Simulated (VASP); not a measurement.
# Cu3O2 (I4/mmm) in VASP: notebook

Aim: see how the results for Cu3O2 move with the level of theory and the settings. Levels: PBEsol, LDA. Tasks: relaxation of cell and atoms, single point.

Everything below comes from runs of VASP 6.6.1. Logs are shortened: lines on timing, memory, paths and dates and some standing lists are left out, and cuts for length are marked.

**1. The cell of the first run**

The structure is tetragonal, space group I4/mmm (No. 139). Conventional cell: a = 4.046 Å, b = 4.046 Å, c = 7.347 Å, α = 90.00°, β = 90.00°, γ = 90.00°. Cu (site symmetry 4/mmm) has 4 O at 2.02 Å and 8 Cu at 2.73 Å within 2.8 Å. Within 2.4 Å of Cu (site symmetry -4m2) lie 2 O at 1.84 Å. Within 2.4 Å of O (site symmetry mmm) lie 4 Cu at 1.84 to 2.02 Å.

**2. Relaxation of cell and atoms, PBEsol, target pressure 10 GPa, at which the enthalpy is minimised**

INCAR

```
SYSTEM = Cu3O2
PREC = Accurate
ENCUT = 600
EDIFF = 1E-6
ISMEAR = -1
SIGMA = 0.05
LREAL = .FALSE.
LASPH = .TRUE.
NELM = 60
ALGO = Normal
ISIF = 3
LWAVE = .FALSE.
LCHARG = .FALSE.
GGA = PS
IBRION = 2
NSW = 60
EDIFFG = -0.01
PSTRESS = 100.0
```

KPOINTS

```
regular mesh
0
G
  9 9 9
  0 0 0
```

POSCAR

```
Cu3O2
1.0
   -2.0229820000      2.0229820000      3.6736170000
    2.0229820000     -2.0229820000      3.6736170000
    2.0229820000      2.0229820000     -3.6736170000
Cu O
3 2
Direct
    0.0000000000      0.0000000000      0.0000000000
    0.7500000000      0.2500000000      0.5000000000
    0.2500000000      0.7500000000      0.5000000000
    0.5000000000      0.0000000000      0.5000000000
    0.0000000000      0.5000000000      0.5000000000
```

Potentials or basis: VASP PAW PBE potentials, release 64 (Cu, O).

Run with:

```sh
$ cat potpaw_PBE.64/Cu/POTCAR potpaw_PBE.64/O/POTCAR > POTCAR
$ mpirun -np 1 vasp_std > vasp.out
```

OUTCAR:

```text
SYSTEM = Cu3O2
   PREC = Accurate
   ENCUT = 600
   EDIFF = 1E-6
   ISMEAR = -1
   LREAL = .FALSE.
   LASPH = .TRUE.
   NELM = 60
   ISIF = 3
   GGA = PS
   IBRION = 2
   NSW = 60
   EDIFFG = -0.01
   PSTRESS = 100.0

 ion  position               nearest neighbor table
   1  0.000  0.000  0.000-   4 2.02   5 2.02   5 2.02   4 2.02   2 2.73   3 2.73   2 2.73   3 2.73
                             2 2.73   2 2.73   3 2.73   3 2.73
   2  0.750  0.250  0.500-   4 1.84   5 1.84   1 2.73   1 2.73   1 2.73   1 2.73
   3  0.250  0.750  0.500-   4 1.84   5 1.84   1 2.73   1 2.73   1 2.73   1 2.73
   4  0.500  0.000  0.500-   2 1.84   3 1.84   1 2.02   1 2.02
   5  0.000  0.500  0.500-   2 1.84   3 1.84   1 2.02   1 2.02

  LATTYP: Found a body centered tetragonal cell.
 ALAT       =     4.0459640000
 C/A-ratio  =     1.8159415160

  Lattice vectors:

 A1 = (  -2.0229820000,   2.0229820000,   3.6736170000)
 A2 = (   2.0229820000,  -2.0229820000,   3.6736170000)
 A3 = (   2.0229820000,   2.0229820000,  -3.6736170000)

Analysis of symmetry for initial positions (statically):
=====================================================================
 Subroutine PRICEL returns:
 Original cell was already a primitive cell.

 Routine SETGRP: Setting up the symmetry group for a
 body centered tetragonal supercell.

 Subroutine GETGRP returns: Found 16 space group operations
 (whereof 16 operations were pure point group operations)
 out of a pool of 16 trial point group operations.

The static configuration has the point symmetry D_4h.

Analysis of symmetry for dynamics (positions and initial velocities):
=====================================================================
 Subroutine PRICEL returns:
 Original cell was already a primitive cell.

 Routine SETGRP: Setting up the symmetry group for a
 body centered tetragonal supercell.

 Subroutine GETGRP returns: Found 16 space group operations
 (whereof 16 operations were pure point group operations)
 out of a pool of 16 trial point group operations.

The dynamic configuration has the point symmetry D_4h.

 Subroutine INISYM returns: Found 16 space group operations
 (whereof 16 operations are pure point group operations),
 and found     1 'primitive' translations

----------------------------------------------------------------------------------------

                                     Primitive cell

  volume of cell :      60.1365

  direct lattice vectors                    reciprocal lattice vectors
    -2.022982000  2.022982000  3.673617000     0.000000000  0.247159886  0.136105642
     2.022982000 -2.022982000  3.673617000     0.247159886  0.000000000  0.136105642
     2.022982000  2.022982000 -3.673617000     0.247159886  0.247159886  0.000000000

  length of vectors
     4.656218875  4.656218875  4.656218875     0.282157323  0.282157323  0.349536863

  position of ions in fractional coordinates (direct lattice)
     0.000000000  0.000000000  0.000000000
     0.750000000  0.250000000  0.500000000
     0.250000000  0.750000000  0.500000000
     0.500000000  0.000000000  0.500000000
     0.000000000  0.500000000  0.500000000

  ion indices of the primitive-cell ions
   primitive index   ion index
                 1           1
                 2           2
                 3           3
                 4           4
                 5           5

----------------------------------------------------------------------------------------

 KPOINTS: regular mesh

Automatic generation of k-mesh.
 Grid dimensions read from file:
 generate k-points for:    9    9    9

 Generating k-lattice:

  Cartesian coordinates                     Fractional coordinates (reciprocal lattice)
     0.000000000  0.027462210  0.015122849     0.111111111 -0.000000000  0.000000000
     0.027462210  0.000000000  0.015122849    -0.000000000  0.111111111  0.000000000
     0.027462210  0.027462210  0.000000000     0.000000000  0.000000000  0.111111111

  Length of vectors
     0.031350814  0.031350814  0.038837429

  Shift w.r.t. Gamma in fractional coordinates (k-lattice)
     0.000000000  0.000000000  0.000000000

 Subroutine IBZKPT returns following result:
 ===========================================

 Found     75 irreducible k-points:

 Following reciprocal coordinates:
            Coordinates               Weight
  0.000000  0.000000  0.000000      1.000000
  0.111111  0.000000 -0.000000      8.000000
  0.222222  0.000000 -0.000000      8.000000
  0.333333  0.000000  0.000000      8.000000
  0.444444  0.000000 -0.000000      8.000000
  0.111111  0.111111 -0.000000      8.000000
[... 16 lines left out ...]
 -0.333333  0.333333  0.000000      4.000000
  0.444444  0.444444 -0.000000      8.000000
 [... further k-points ...]
   k-points           NKPTS =     75   k-points in BZ     NKDIM =     75   number of bands    NBANDS=     27
   number of dos      NEDOS =    301   number of ions     NIONS =      5
   total plane-waves  NPLWV =  64000
   dimension x,y,z NGX =    40 NGY =   40 NGZ =   40
   dimension x,y,z NGXF=    80 NGYF=   80 NGZF=   80
   ions per type =               3   2
   NGX,Y,Z   is equivalent  to a cutoff of  14.28, 14.28, 14.28 a.u.
   NGXF,Y,Z  is equivalent  to a cutoff of  28.56, 28.56, 28.56 a.u.
 SYSTEM =  Cu3O2
   PREC   = accura    normal or accurate (medium, high low for compatibility)
   ISTART =      0    job   : 0-new  1-cont  2-samecut
   ICHARG =      2    charge: 1-file 2-atom 10-const
   ISPIN  =      1    spin polarized calculation?
   LNONCOLLINEAR =      F non collinear calculations
   LSORBIT =      F    spin-orbit coupling
   LASPH  =      T    aspherical Exc in radial PAW
   ENCUT  =  600.0 eV  44.10 Ry    6.64 a.u.   9.30  9.30  9.30*2*pi/ulx,y,z
   NELM   =     60;   NELMIN=  2; NELMDL= -5     # of ELM steps
   EDIFF  = 0.1E-05   stopping-criterion for ELM
   LREAL  =      F    real-space projection
   EDIFFG = -.1E-01   stopping-criterion for IOM
   NSW    =     60    number of steps for IOM
   IBRION =      2    ionic relax: 0-MD 1-quasi-New 2-CG
   NFREE  =      1    steps in history (QN), initial steepest desc. (CG)
   ISIF   =      3    stress and relaxation
   ISYM   =      2    0-nonsym 1-usesym 2-fastsym
   POTIM  = 0.5000    time-step for ionic-motion
   TEBEG  =    0.0;   TEEND  =   0.0 temperature during run
   PSTRESS=  100.0 pullay stress
   NELECT =      45.0000    total number of electrons
   NUPDOWN=      -1.0000    fix difference up-down
   EMIN   =  10.00;   EMAX   =-10.00  energy-range for DOS
   EFERMI =   0.00;   METHOD = LEGACY
   ISMEAR =    -1;   SIGMA  =   0.05  broadening in eV -4-tet -1-fermi 0-gaus
   EFERMI_NEDOS =   21; number of points for ismear=-14 and -15
   IALGO  =     38    algorithm
   IMIX   =      4    mixing-type and parameters
     AMIX     =   0.40;   BMIX     =  1.00
     AMIX_MAG =   1.60;   BMIX_MAG =  1.00
  volume/ion in A,a.u.               =      12.03        81.16
  Fermi-wavevector in a.u.,A,eV,Ry     =   1.486277  2.808656 30.055525  2.209019
  Thomas-Fermi vector in A             =   2.599583
   LORBIT       =      0    0 simple, 1 ext, 2 COOP (PROOUT), +10 PAW based schemes
   GGA     = PS    functional components
   LHFCALC =     F    Hartree Fock is set to
   AEXX    =    0.0000 exact exchange contribution
   IVDW    =     0    specifies the selected vdW correction
   LEPSILON=     F    determine dielectric tensor
   LRPA    =     F    only Hartree local field effects (RPA)
 conjugate gradient relaxation of ions
 non-spin polarized calculation
  energy-cutoff  :      600.00
  volume of cell :       60.14
 maximum number of plane-waves:      2024
 NGX is ok and might be reduce to    40
   NGX = 19   NGY = 19   NGZ = 19

--------------------------------------- Ionic step        1  -------------------------------------------

 number of electron      45.0000020 magnetization

 Free energy of the ion-electron system (eV)
  ---------------------------------------------------
  ext. energy  EPLUGINS =         0.00000000
  ---------------------------------------------------
  free energy    TOTEN  =       -24.95612048 eV

  energy without entropy =      -24.93941001  energy(sigma->0) =      -24.94776525

------------------------ aborting loop because EDIFF is reached ----------------------------------------

  FORCE on cell =-STRESS in cart. coord.  units (eV):
  Direction    XX          YY          ZZ          XY          YZ          ZX
  --------------------------------------------------------------------------------------
  -------------------------------------------------------------------------------------
  Total       -1.6616860     -1.6616860     -2.8283887      0.0000000     -0.0000000      0.0000000
  in kB      -44.2712343    -44.2712343    -75.3549462      0.0000000     -0.0000000      0.0000000
  external PRESSURE =    -154.6324716 kB  Pullay stress =     100.0000000 kB
[... 272 lines left out ...]
  enthalpy is  TOTEN    =       -21.5482865321 eV   P V=        3.3501329666

--------------------------------------- Ionic step        8  -------------------------------------------

 number of electron      45.0000008 magnetization

 Free energy of the ion-electron system (eV)
  ---------------------------------------------------
  ext. energy  EPLUGINS =         0.00000000
  ---------------------------------------------------
  free energy    TOTEN  =       -24.88896881 eV

  energy without entropy =      -24.87478173  energy(sigma->0) =      -24.88187527

 E-fermi :   5.6085     XC(G=0): -12.0845

 val. band max:        5.5839292042   @ k =  -0.2222   0.2222   0.0000
 cond. band min:       5.6478091638   @ k =  -0.3333  -0.3333   0.1111
 fundamental gap:      0.0638799596
 Fermi energy:         5.6085435891

 k-point     1 :       0.0000    0.0000    0.0000
  band No.  band energies     occupation
      1     -14.3326      2.00000
      2     -12.7348      2.00000
      3      -1.5290      2.00000
      4      -0.7347      2.00000
      5      -0.7347      2.00000
      6      -0.1235      2.00000
[... 709 lines left out ...]
     26       9.6865      0.00000
     27      13.3839      0.00000

 [... further k-points ...]
[... 5 lines left out ...]
  --------------------------------------------------------------------------------------
  -------------------------------------------------------------------------------------
  Total        3.3124811      3.3124811      3.3645465      0.0000000      0.0000000      0.0000000
  in kB       99.1655795     99.1655795    100.7242604      0.0000000      0.0000000      0.0000000
  external PRESSURE =      -0.3148602 kB  Pullay stress =     100.0000000 kB
[... 20 lines left out ...]
  FREE ENERGIE OF THE ION-ELECTRON SYSTEM (eV)
  ---------------------------------------------------
  free  energy   TOTEN  =       -24.8889688078 eV

  energy  without entropy=      -24.8747817345  energy(sigma->0) =      -24.88187527

  enthalpy is  TOTEN    =       -21.5486151288 eV   P V=        3.3403536791

 reached required accuracy - stopping structural energy minimisation
```

It took 33 min on 1 thread of Intel Xeon 8259CL, shared host; peak memory 0.33 GiB.

Results:

```
Free energy                                                : -24.8890 eV
Relaxed volume                                             : 10.70 Å³/atom
Relaxed cell                                               : a = 4.526 Å, b = 4.526 Å, c = 4.526 Å, α = 129.70°, β = 129.70°, γ = 73.88°
Space group after relaxing (to 0.1 Å)                      : I4/mmm (No. 139)
Energy change on relaxing (the run minimises the enthalpy) : +13.4 meV/atom
Ionic steps                                                : 8
Pressure after relaxing                                    : 10.0 GPa
Band gap on the k mesh                                     : zero (an odd number of electrons rules out a gap without spin polarisation)
```

The path:
```
step  energy change (eV)  largest force (eV/Å)  pressure (GPa)  volume (Å³)
   1              0.0000                0.0000           -5.46        60.14
   2              0.5763                0.0000           29.18        50.59
   3              0.0439                0.0000            9.13        54.96
   4              0.0665                0.0000            9.98        53.54
   5              0.0761                0.0000           10.68        53.38
   6              0.0730                0.0000           10.47        53.43
   7              0.0577                0.0000            9.37        53.68
   8              0.0672                0.0000            9.97        53.52
```

Final structure:
```cif
data_structure
_symmetry_space_group_name_H-M 'P 1'
_symmetry_Int_Tables_number 1
_cell_length_a 4.5257
_cell_length_b 4.5257
_cell_length_c 4.5257
_cell_angle_alpha 129.704
_cell_angle_beta 129.704
_cell_angle_gamma 73.881
_cell_volume 53.52
loop_
_atom_site_label
_atom_site_type_symbol
_atom_site_fract_x
_atom_site_fract_y
_atom_site_fract_z
_atom_site_occupancy
Cu1 Cu 0.00000 0.00000 0.00000 1
Cu2 Cu 0.75000 0.25000 0.50000 1
Cu3 Cu 0.25000 0.75000 0.50000 1
O1 O 0.50000 0.00000 0.50000 1
O2 O 0.00000 0.50000 0.50000 1
```

Caveat: the cell is relaxed towards a set pressure, so the run minimises the enthalpy, not the energy; the PAW data sets were made with another functional, which shifts forces and pressure a little. With open d or f shells a metallic result of PBEsol can be an artefact of self-interaction; +U or a hybrid may open a gap.

[end of part 1 of 3]

The gap in the log of VASP goes by the Fermi energy; the results here count the filled bands.